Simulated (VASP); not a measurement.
Write the native input for VASP 6.6.1 that does the following.

| Property | Result |
| --- | --- |
| Task | single point |
| Functional | r2SCAN |
| Potentials or basis | VASP PAW PBE potentials, release 64 (Si) |
| Cutoff | 520 eV |
| k mesh | 20 × 20 × 20 |
| Occupations | gaussian, width 0.15 eV |
| Spin | no spin polarisation |
| Dipole correction | no |
| Further INCAR settings | ALGO = Normal; EDIFF = 1e-06; NBANDS = 11 |

Crystal: Si.

```
CELL_PARAMETERS angstrom
-2.37137 2.37137 1.30933
2.37137 -2.37137 1.30933
2.37137 2.37137 -1.30933
ATOMIC_POSITIONS crystal
Si 0.25000 0.75000 0.50000
Si 0.50000 0.50000 0.00000
```

This cell differs from its parent crystal: strain +0.000 along x and y, -0.015 along z.

The input as run:

POSCAR

```
Si
1.0
   -2.3713723045      2.3713723045      1.3093264091
    2.3713723045     -2.3713723045      1.3093264091
    2.3713723045      2.3713723045     -1.3093264091
Si
2
Direct
    0.2500000000      0.7500000000      0.5000000000
    0.5000000000      0.5000000000      0.0000000000
```

INCAR.step1

```
SYSTEM = Si
PREC = Accurate
ENCUT = 520
ISMEAR = 0
SIGMA = 0.15
LREAL = .False.
LASPH = .True.
NELM = 100
NBANDS = 11
GGA = PE
ALGO = Normal
EDIFF = 1E-4
LWAVE = .True.
LCHARG = .False.
```

INCAR.step2

```
SYSTEM = Si
PREC = Accurate
ENCUT = 520
EDIFF = 1E-6
ISMEAR = 0
SIGMA = 0.15
LREAL = .False.
LASPH = .True.
NELM = 100
ALGO = Normal
ISIF = 2
LWAVE = .False.
LCHARG = .False.
METAGGA = R2SCAN
LMIXTAU = .True.
NBANDS = 11
ISTART = 1
```

KPOINTS

```
Automatic mesh
0
Gamma
  20 20 20
  0 0 0
```

Potentials or basis: VASP PAW PBE potentials, release 64 (Si).

Command:

```bash
$ cat potpaw_PBE.64/Si/POTCAR > POTCAR
$ cp INCAR.step1 INCAR
$ mpirun -np 1 vasp_std > vasp.out
$ cp INCAR.step2 INCAR
$ mpirun -np 1 vasp_std > vasp.out
```

Results of the run:

| Property | Result |
| --- | --- |
| Pressure | 4.0 GPa |
| Band gap on the k mesh | zero (bands 4 and 5 overlap by 7.11 eV) |

Caveat: the cell differs from its parent crystal (strain +0.000 along x and y, -0.015 along z); the cell stands under pressure; the PAW data sets were made with another functional, which shifts forces and pressure a little.

It took 8.1 min on 1 thread of Intel(R) Xeon(R) Platinum 8488C (Sapphire Rapids) (shared host), peak memory 0.28 GiB.
